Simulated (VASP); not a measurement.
# AsAu (zincblende type) (F-43m) in VASP: a series of runs

The runs below take AsAu (zincblende type) through single point, with PBE.

Program: VASP 6.6.1. These are calculated values, not measurements. Logs are shortened: lines on timing, memory, paths and dates and some standing lists are left out, and cuts for length are marked.

### 1 The cell of the first run

Symmetry: F-43m, No. 216, cubic system. Conventional cell: a = 5.722 Å, b = 5.722 Å, c = 5.722 Å, α = 90.00°, β = 90.00°, γ = 90.00°. Within 3.3 Å of Au (site symmetry -43m) lie 4 As at 2.48 Å. As (site symmetry -43m) has 4 Au at 2.48 Å within 3.3 Å.

### 2 Single point, PBE (23.42 Å³/atom)

File INCAR:

```
PREC = Accurate
ENCUT = 520
EDIFF = 1E-7
ISMEAR = -1
SIGMA = 0.08
LREAL = False
LASPH = True
NELM = 100
ALGO = Normal
ISIF = 2
LWAVE = False
LCHARG = True
GGA = PE
LELF = True
LVHAR = True
NBANDS = 15
```

File KPOINTS:

```
regular mesh
0
Gamma
  11 11 11
```

File POSCAR:

```
AsAu
1.0
    0.0000000000      2.8611770421      2.8611770421
    2.8611770421      0.0000000000      2.8611770421
    2.8611770421      2.8611770421      0.0000000000
Au As
1 1
Direct
    0.0000000000      0.0000000000      0.0000000000
    0.2500000000      0.2500000000      0.2500000000
```

Potentials or basis: VASP PAW PBE potentials, release 64 (Au, As).

On the command line:

```bash
cat potpaw_PBE.64/Au/POTCAR potpaw_PBE.64/As/POTCAR > POTCAR
mpirun -np 1 vasp_std > vasp.out
```

OUTCAR:

```text
PREC = Accurate
   ENCUT = 520
   EDIFF = 1E-7
   ISMEAR = -1
   LREAL = False
   LASPH = True
   NELM = 100
   ISIF = 2
   GGA = PE

 ion  position               nearest neighbor table
   1  0.000  0.000  0.000-   2 2.48   2 2.48   2 2.48   2 2.48
   2  0.250  0.250  0.250-   1 2.48   1 2.48   1 2.48   1 2.48

  LATTYP: Found a face centered cubic cell.
 ALAT       =     5.7223540842

  Lattice vectors:

 A1 = (   0.0000000000,   2.8611770421,   2.8611770421)
 A2 = (   2.8611770421,   0.0000000000,   2.8611770421)
 A3 = (   2.8611770421,   2.8611770421,   0.0000000000)

Analysis of symmetry for initial positions (statically):
=====================================================================
 Subroutine PRICEL returns:
 Original cell was already a primitive cell.

 Routine SETGRP: Setting up the symmetry group for a
 face centered cubic supercell.

 Subroutine GETGRP returns: Found 24 space group operations
 (whereof 24 operations were pure point group operations)
 out of a pool of 48 trial point group operations.

The static configuration has the point symmetry T_d .

Analysis of symmetry for dynamics (positions and initial velocities):
=====================================================================
 Subroutine PRICEL returns:
 Original cell was already a primitive cell.

 Routine SETGRP: Setting up the symmetry group for a
 face centered cubic supercell.

 Subroutine GETGRP returns: Found 24 space group operations
 (whereof 24 operations were pure point group operations)
 out of a pool of 48 trial point group operations.

The dynamic configuration has the point symmetry T_d .

 Subroutine INISYM returns: Found 24 space group operations
 (whereof 24 operations are pure point group operations),
 and found     1 'primitive' translations

----------------------------------------------------------------------------------------

                                     Primitive cell

  volume of cell :      46.8451

  direct lattice vectors                    reciprocal lattice vectors
     0.000000000  2.861177042  2.861177042    -0.174753255  0.174753255  0.174753255
     2.861177042  0.000000000  2.861177042     0.174753255 -0.174753255  0.174753255
     2.861177042  2.861177042  0.000000000     0.174753255  0.174753255 -0.174753255

  length of vectors
     4.046315377  4.046315377  4.046315377     0.302681516  0.302681516  0.302681516

  position of ions in fractional coordinates (direct lattice)
     0.000000000  0.000000000  0.000000000
     0.250000000  0.250000000  0.250000000

  ion indices of the primitive-cell ions
   primitive index   ion index
                 1           1
                 2           2

----------------------------------------------------------------------------------------

 KPOINTS: regular mesh

Automatic generation of k-mesh.
 Grid dimensions read from file:
 generate k-points for:   11   11   11

 Generating k-lattice:

  Cartesian coordinates                     Fractional coordinates (reciprocal lattice)
    -0.015886660  0.015886660  0.015886660     0.090909091  0.000000000  0.000000000
     0.015886660 -0.015886660  0.015886660     0.000000000  0.090909091  0.000000000
     0.015886660  0.015886660 -0.015886660     0.000000000  0.000000000  0.090909091

  Length of vectors
     0.027516501  0.027516501  0.027516501

  Shift w.r.t. Gamma in fractional coordinates (k-lattice)
     0.000000000  0.000000000  0.000000000

 Subroutine IBZKPT returns following result:
 ===========================================

 Found     56 irreducible k-points:

 Following reciprocal coordinates:
            Coordinates               Weight
  0.000000  0.000000  0.000000      1.000000
  0.090909  0.000000  0.000000      8.000000
  0.181818  0.000000  0.000000      8.000000
  0.272727  0.000000  0.000000      8.000000
  0.363636  0.000000  0.000000      8.000000
  0.454545  0.000000  0.000000      8.000000
[... 16 lines left out ...]
 -0.272727  0.181818  0.000000     24.000000
 -0.181818  0.181818  0.000000     12.000000
 [... further k-points ...]
   k-points           NKPTS =     56   k-points in BZ     NKDIM =     56   number of bands    NBANDS=     15
   number of dos      NEDOS =    301   number of ions     NIONS =      2
   total plane-waves  NPLWV =  27000
   dimension x,y,z NGX =    30 NGY =   30 NGZ =   30
   dimension x,y,z NGXF=    60 NGYF=   60 NGZF=   60
   ions per type =               1   1
   NGX,Y,Z   is equivalent  to a cutoff of  12.33, 12.33, 12.33 a.u.
   NGXF,Y,Z  is equivalent  to a cutoff of  24.65, 24.65, 24.65 a.u.
 SYSTEM =  unknown system
   PREC   = accura    normal or accurate (medium, high low for compatibility)
   ISTART =      0    job   : 0-new  1-cont  2-samecut
   ICHARG =      2    charge: 1-file 2-atom 10-const
   ISPIN  =      1    spin polarized calculation?
   LNONCOLLINEAR =      F non collinear calculations
   LSORBIT =      F    spin-orbit coupling
   LASPH  =      T    aspherical Exc in radial PAW
   ENCUT  =  520.0 eV  38.22 Ry    6.18 a.u.   7.52  7.52  7.52*2*pi/ulx,y,z
   NELM   =    100;   NELMIN=  2; NELMDL= -5     # of ELM steps
   EDIFF  = 0.1E-06   stopping-criterion for ELM
   LREAL  =      F    real-space projection
   EDIFFG = 0.1E-05   stopping-criterion for IOM
   NSW    =      0    number of steps for IOM
   IBRION =     -1    ionic relax: 0-MD 1-quasi-New 2-CG
   NFREE  =      0    steps in history (QN), initial steepest desc. (CG)
   ISIF   =      2    stress and relaxation
   ISYM   =      2    0-nonsym 1-usesym 2-fastsym
   POTIM  = 0.5000    time-step for ionic-motion
   TEBEG  =    0.0;   TEEND  =   0.0 temperature during run
   PSTRESS=    0.0 pullay stress
   NELECT =      16.0000    total number of electrons
   NUPDOWN=      -1.0000    fix difference up-down
   EMIN   =  10.00;   EMAX   =-10.00  energy-range for DOS
   EFERMI =   0.00;   METHOD = LEGACY
   ISMEAR =    -1;   SIGMA  =   0.08  broadening in eV -4-tet -1-fermi 0-gaus
   EFERMI_NEDOS =   21; number of points for ismear=-14 and -15
   IALGO  =     38    algorithm
   IMIX   =      4    mixing-type and parameters
     AMIX     =   0.40;   BMIX     =  1.00
     AMIX_MAG =   1.60;   BMIX_MAG =  1.00
  volume/ion in A,a.u.               =      23.42       158.06
  Fermi-wavevector in a.u.,A,eV,Ry     =   1.144353  2.162514 17.817432  1.309544
  Thomas-Fermi vector in A             =   2.281045
   LORBIT       =      0    0 simple, 1 ext, 2 COOP (PROOUT), +10 PAW based schemes
   GGA     = PE    functional components
   LHFCALC =     F    Hartree Fock is set to
   AEXX    =    0.0000 exact exchange contribution
   IVDW    =     0    specifies the selected vdW correction
   LEPSILON=     F    determine dielectric tensor
   LRPA    =     F    only Hartree local field effects (RPA)
 non-spin polarized calculation
  energy-cutoff  :      520.00
  volume of cell :       46.85
 maximum number of plane-waves:      1283
 NGX is ok and might be reduce to    30
   NGX = 15   NGY = 15   NGZ = 15

 number of electron      15.9999999 magnetization

 Free energy of the ion-electron system (eV)
  ---------------------------------------------------
  ext. energy  EPLUGINS =         0.00000000
  ---------------------------------------------------
  free energy    TOTEN  =        -7.41215346 eV

  energy without entropy =       -7.38585481  energy(sigma->0) =       -7.39900413

 E-fermi :   4.8199     XC(G=0):  -9.9842

 val. band max:        4.7869679677   @ k =  -0.1818   0.1818   0.0000
 cond. band min:       4.8207473872   @ k =  -0.2727   0.3636   0.0909
 fundamental gap:      0.0337794195
 Fermi energy:         4.8198762283

 k-point     1 :       0.0000    0.0000    0.0000
  band No.  band energies     occupation
      1      -7.6248      2.00000
      2      -1.0877      2.00000
      3      -1.0877      2.00000
      4      -1.0877      2.00000
      5       0.3355      2.00000
      6       0.3355      2.00000
      7       6.7161      0.00000
      8       7.6999      0.00000
      9       7.6999      0.00000
     10       7.6999      0.00000
     11      11.3403      0.00000
     12      11.3403      0.00000
     13      11.3403      0.00000
     14      14.8898      0.00000
     15      17.6317      0.00000

 k-point     2 :       0.0909    0.0000    0.0000
  band No.  band energies     occupation
      1      -7.5546      2.00000
      2      -1.1106      2.00000
      3      -1.0583      2.00000
      4      -1.0583      2.00000
      5       0.3292      2.00000
      6       0.3292      2.00000
      7       6.1085      0.00000
      8       7.5223      0.00000
      9       7.5223      0.00000
     10       7.9041      0.00000
     11      11.2384      0.00000
     12      11.5370      0.00000
     13      11.5370      0.00000
     14      15.5668      0.00000
     15      16.8828      0.00000

 k-point     3 :       0.1818    0.0000    0.0000
  band No.  band energies     occupation
      1      -7.3588      2.00000
      2      -1.1465      2.00000
      3      -0.9831      2.00000
      4      -0.9831      2.00000
      5       0.3218      2.00000
      6       0.3218      2.00000
      7       4.8317      0.92630
      8       7.0966      0.00000
      9       7.0966      0.00000
     10       8.0984      0.00000
     11      11.4553      0.00000
     12      11.9665      0.00000
     13      11.9665      0.00000
     14      15.7603      0.00000
     15      16.3667      0.00000

 k-point     4 :       0.2727    0.0000    0.0000
  band No.  band energies     occupation
      1      -7.0846      2.00000
      2      -1.1144      2.00000
      3      -0.8960      2.00000
      4      -0.8960      2.00000
      5       0.3388      2.00000
      6       0.3388      2.00000
      7       3.3691      2.00000
      8       6.5992      0.00000
      9       6.5992      0.00000
     10       8.1391      0.00000
     11      12.2147      0.00000
     12      12.3264      0.00000
     13      12.3264      0.00000
     14      15.3413      0.00000
     15      16.4300      0.00000
[... 307 lines left out ...]
 k-point    22 :      -0.3636    0.1818    0.0000
  band No.  band energies     occupation
      1      -6.5464      2.00000
      2      -0.8570      2.00000
      3      -0.6658      2.00000
      4      -0.5986      2.00000
      5       0.3396      2.00000
      6       0.4193      2.00000
      7       1.5379      2.00000
      8       4.1049      1.99974
      9       5.6843      0.00004
     10       9.4989      0.00000
     11      11.5707      0.00000
     12      13.0909      0.00000
     13      13.9338      0.00000
     14      16.7170      0.00000
     15      16.8197      0.00000

 k-point    23 :      -0.2727    0.1818    0.0000
  band No.  band energies     occupation
      1      -6.7388      2.00000
      2      -0.9927      2.00000
      3      -0.7829      2.00000
      4      -0.7442      2.00000
      5       0.2618      2.00000
      6       0.4683      2.00000
      7       2.5235      2.00000
      8       4.2226      1.99886
      9       6.2249      0.00000
     10       9.5556      0.00000
     11      11.6195      0.00000
     12      12.7622      0.00000
     13      12.8058      0.00000
     14      15.8925      0.00000
     15      17.4451      0.00000

 k-point    24 :      -0.1818    0.1818    0.0000
  band No.  band energies     occupation
      1      -6.9910      2.00000
      2      -1.1448      2.00000
      3      -0.8484      2.00000
      4      -0.8276      2.00000
      5       0.2408      2.00000
      6       0.4303      2.00000
      7       3.5969      2.00000
      8       4.7870      1.20282
      9       6.7666      0.00000
     10       9.3274      0.00000
     11      11.5595      0.00000
     12      12.1618      0.00000
     13      12.3981      0.00000
     14      15.5078      0.00000
     15      17.6151      0.00000

 [... further k-points ...]
[... 5 lines left out ...]
  --------------------------------------------------------------------------------------
  -------------------------------------------------------------------------------------
  Total        1.4971945      1.4971945      1.4971945      0.0000000     -0.0000000      0.0000000
  in kB       51.2064438     51.2064438     51.2064438      0.0000000     -0.0000000      0.0000000
  external PRESSURE =      51.2064438 kB  Pullay stress =       0.0000000 kB

 VOLUME and BASIS-vectors are now :
 -----------------------------------------------------------------------------
  energy-cutoff  :      520.00
  volume of cell :       46.85
      direct lattice vectors                 reciprocal lattice vectors
     0.000000000  2.861177042  2.861177042    -0.174753255  0.174753255  0.174753255
     2.861177042  0.000000000  2.861177042     0.174753255 -0.174753255  0.174753255
     2.861177042  2.861177042  0.000000000     0.174753255  0.174753255 -0.174753255

 POSITION                                       TOTAL-FORCE (eV/Angst)
 -----------------------------------------------------------------------------------
      0.00000      0.00000      0.00000         0.000000      0.000000      0.000000
      1.43059      1.43059      1.43059        -0.000000     -0.000000     -0.000000
 -----------------------------------------------------------------------------------
    total drift:                                0.000000      0.000000      0.000000

  FREE ENERGIE OF THE ION-ELECTRON SYSTEM (eV)
  ---------------------------------------------------
  free  energy   TOTEN  =        -7.4121534562 eV

  energy  without entropy=       -7.3858548125  energy(sigma->0) =       -7.39900413
```

Wall time 72 s (1 thread of Intel Xeon 8259CL, shared host); peak memory 0.2 GiB.

Results:

```
Free energy            : -7.4122 eV
Pressure               : 5.1 GPa
Band gap on the k mesh : zero (bands 8 and 9 overlap by 3.97 eV)
```

Caveat: the cell stands under pressure; spin-orbit coupling is left out, which moves the levels of the heavy elements.

[end of part 1 of 2]
